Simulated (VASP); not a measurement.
# MoP (P-6m2) in VASP: notebook, part 2 of 2

VASP 6.6.1. Earlier steps stand in the parts before.

**4. Relaxation of cell and atoms, PBEsol**

INCAR reads:

```
PREC = Accurate
ENCUT = 500
EDIFF = 1E-7
ISMEAR = 0
SIGMA = 0.1
LREAL = F
LASPH = T
NELM = 120
ALGO = Normal
ISIF = 3
LWAVE = F
LCHARG = F
GGA = PS
IBRION = 2
NSW = 100
EDIFFG = -0.005
GGA_COMPAT = F
NELMIN = 4
```

KPOINTS reads:

```
Automatic mesh
0
Gamma
  18 18 14
```

POSCAR reads:

```
MoP
1.0
    3.2230000535      0.0000000000      0.0000000000
   -1.6115000268      2.7911999227      0.0000000000
    0.0000000000      0.0000000000      3.1910000000
Mo P
1 1
Direct
    0.0000000000      0.0000000000      0.0000000000
    0.3333333333      0.6666666667      0.5000000000
```

Potentials or basis: VASP PAW PBE potentials, release 64 (Mo_sv, P).

Run with:

```console
$ cat potpaw_PBE.64/Mo_sv/POTCAR potpaw_PBE.64/P/POTCAR > POTCAR
$ mpirun -np 1 vasp_std > vasp.out
```

OUTCAR:

```text
PREC = Accurate
   ENCUT = 500
   EDIFF = 1E-7
   ISMEAR = 0
   LREAL = F
   LASPH = T
   NELM = 120
   ISIF = 3
   GGA = PS
   IBRION = 2
   NSW = 100
   EDIFFG = -0.005
   NELMIN = 4

 ion  position               nearest neighbor table
   1  0.000  0.000  0.000-   2 2.45   2 2.45   2 2.45   2 2.45   2 2.45   2 2.45
   2  0.333  0.667  0.500-   1 2.45   1 2.45   1 2.45   1 2.45   1 2.45   1 2.45

  LATTYP: Found a hexagonal cell.
 ALAT       =     3.2230000535
 C/A-ratio  =     0.9900713457

  Lattice vectors:

 A1 = (   3.2230000535,   0.0000000000,   0.0000000000)
 A2 = (  -1.6115000268,   2.7911999227,   0.0000000000)
 A3 = (   0.0000000000,   0.0000000000,   3.1910000000)

Analysis of symmetry for initial positions (statically):
=====================================================================
 Subroutine PRICEL returns:
 Original cell was already a primitive cell.

 Routine SETGRP: Setting up the symmetry group for a
 hexagonal supercell.

 Subroutine GETGRP returns: Found 12 space group operations
 (whereof 12 operations were pure point group operations)
 out of a pool of 24 trial point group operations.

The static configuration has the point symmetry D_3h.

Analysis of symmetry for dynamics (positions and initial velocities):
=====================================================================
 Subroutine PRICEL returns:
 Original cell was already a primitive cell.

 Routine SETGRP: Setting up the symmetry group for a
 hexagonal supercell.

 Subroutine GETGRP returns: Found 12 space group operations
 (whereof 12 operations were pure point group operations)
 out of a pool of 24 trial point group operations.

The dynamic configuration has the point symmetry D_3h.

 Subroutine INISYM returns: Found 12 space group operations
 (whereof 12 operations are pure point group operations),
 and found     1 'primitive' translations

[... 129 lines left out ...]
  volume of cell :       28.71
 maximum number of plane-waves:       746
 NGX is ok and might be reduce to    24
   NGX = 11   NGY = 11   NGZ = 11

--------------------------------------- Ionic step        1  -------------------------------------------

 number of electron      18.9999999 magnetization

 Free energy of the ion-electron system (eV)
  ---------------------------------------------------
  ext. energy  EPLUGINS =         0.00000000
  ---------------------------------------------------
  free energy    TOTEN  =       -19.04843052 eV

  energy without entropy =      -19.04394371  energy(sigma->0) =      -19.04618711

------------------------ aborting loop because EDIFF is reached ----------------------------------------

  FORCE on cell =-STRESS in cart. coord.  units (eV):
  Direction    XX          YY          ZZ          XY          YZ          ZX
  --------------------------------------------------------------------------------------
  -------------------------------------------------------------------------------------
  Total       -0.5456605     -0.5456605     -0.7049350      0.0000000     -0.0000000      0.0000000
  in kB      -30.4547520    -30.4547520    -39.3442771      0.0000000     -0.0000000      0.0000000
  external PRESSURE =     -33.4179270 kB  Pullay stress =       0.0000000 kB
[... 131 lines left out ...]
--------------------------------------- Ionic step        5  -------------------------------------------

 number of electron      18.9999998 magnetization

 Free energy of the ion-electron system (eV)
  ---------------------------------------------------
  ext. energy  EPLUGINS =         0.00000000
  ---------------------------------------------------
  free energy    TOTEN  =       -19.05273894 eV

  energy without entropy =      -19.04832081  energy(sigma->0) =      -19.05052987

 E-fermi :  12.0286     XC(G=0): -12.7839

 val. band max:       12.0277499896   @ k =   0.1111   0.1111   0.0000
 cond. band min:      12.0318489126   @ k =   0.0556   0.0556   0.0714
 fundamental gap:      0.0040989230
 Fermi energy:        12.0286163358

 k-point     1 :       0.0000    0.0000    0.0000
  band No.  band energies     occupation
      1     -49.0449      2.00000
      2     -23.2306      2.00000
      3     -23.0164      2.00000
      4     -23.0164      2.00000
      5      -1.9774      2.00000
      6       7.7338      2.00000
      7       8.6839      2.00000
      8       8.6839      2.00000
      9      11.3657      2.00000
     10      12.3345      0.00002
     11      12.3345      0.00002
     12      16.2618      0.00000
     13      16.2618      0.00000
[... 354 lines left out ...]
  band No.  band energies     occupation
      1     -49.0093      2.00000
      2     -23.3590      2.00000
      3     -23.1809      2.00000
      4     -23.1247      2.00000
      5       0.6979      2.00000
      6       4.9338      2.00000
      7       7.9926      2.00000
      8       8.1446      2.00000
      9      10.7937      2.00000
     10      11.3131      2.00000
     11      13.3767      0.00000
     12      14.2541      0.00000
     13      17.2594      0.00000

 [... further k-points ...]
[... 5 lines left out ...]
  --------------------------------------------------------------------------------------
  -------------------------------------------------------------------------------------
  Total        0.0058188      0.0058188      0.0081479     -0.0000000     -0.0000000      0.0000000
  in kB        0.3294785      0.3294785      0.4613553     -0.0000000     -0.0000000      0.0000000
  external PRESSURE =       0.3734374 kB  Pullay stress =       0.0000000 kB
[... 17 lines left out ...]
  FREE ENERGIE OF THE ION-ELECTRON SYSTEM (eV)
  ---------------------------------------------------
  free  energy   TOTEN  =       -19.0527389373 eV

  energy  without entropy=      -19.0483208070  energy(sigma->0) =      -19.05052987

 reached required accuracy - stopping structural energy minimisation
```

OSZICAR:

```text
N       E                     dE             d eps       ncg     rms          rms(c)
DAV:   1     0.117883591612E+03    0.11788E+03   -0.99699E+03  7720   0.135E+03
DAV:   2    -0.168554884819E+02   -0.13474E+03   -0.13205E+03  9031   0.356E+02
DAV:   3    -0.200937158459E+02   -0.32382E+01   -0.31592E+01  9896   0.505E+01
[... 46 lines left out ...]
DAV:   2    -0.190527648625E+02    0.11251E-03   -0.21005E-04  7801   0.146E-01    0.297E-02
DAV:   3    -0.190527394319E+02    0.25431E-04   -0.56005E-05  8931   0.653E-02    0.879E-03
DAV:   4    -0.190527387685E+02    0.66342E-06   -0.27845E-06  8336   0.156E-02    0.580E-03
DAV:   5    -0.190527389173E+02   -0.14888E-06   -0.14580E-07  6182   0.331E-03    0.949E-04
DAV:   6    -0.190527389373E+02   -0.19992E-07   -0.17133E-08  3853   0.118E-03
   5 F= -.19052739E+02 E0= -.19050530E+02  d E =-.201271E-04
```

Run time: 2.1 min. Hardware: 1 thread of Intel Xeon Platinum 8488C (Sapphire Rapids), shared host; peak memory 0.24 GiB.

Results:

* Free energy: -19.0527 eV
* Relaxed volume: 14.15 Å³/atom
* Relaxed cell: a = 3.208 Å, b = 3.208 Å, c = 3.175 Å, α = 90.00°, β = 90.00°, γ = 120.00°
* Space group after relaxing (to 0.05 Å): P-6m2 (No. 187)
* Energy gained by relaxing: 2.2 meV/atom
* Ionic steps: 5
* Pressure after relaxing: 0.0 GPa

The path:
```csv
step,energy change (eV),largest force (eV/Å),pressure (GPa),volume (Å³)
1,0.0000,0.0000,-3.34,28.71
2,0.0156,0.0000,7.74,27.48
3,-0.0043,0.0000,-0.05,28.31
4,-0.0043,0.0000,0.02,28.30
5,-0.0043,0.0000,0.04,28.30
```

Final structure:
```yaml
crystal:
  lattice:
    - [3.20771, 0.00000, 0.00000]
    - [-1.60385, 2.77796, 0.00000]
    - [0.00000, 0.00000, 3.17540]
  atoms:
    - { symbol: Mo, position: [0.00000, 0.00000, 0.00000] }
    - { symbol: P, position: [0.33333, 0.66667, 0.50000] }
```

Caveat: the PAW data sets were made with another functional, which shifts forces and pressure a little.
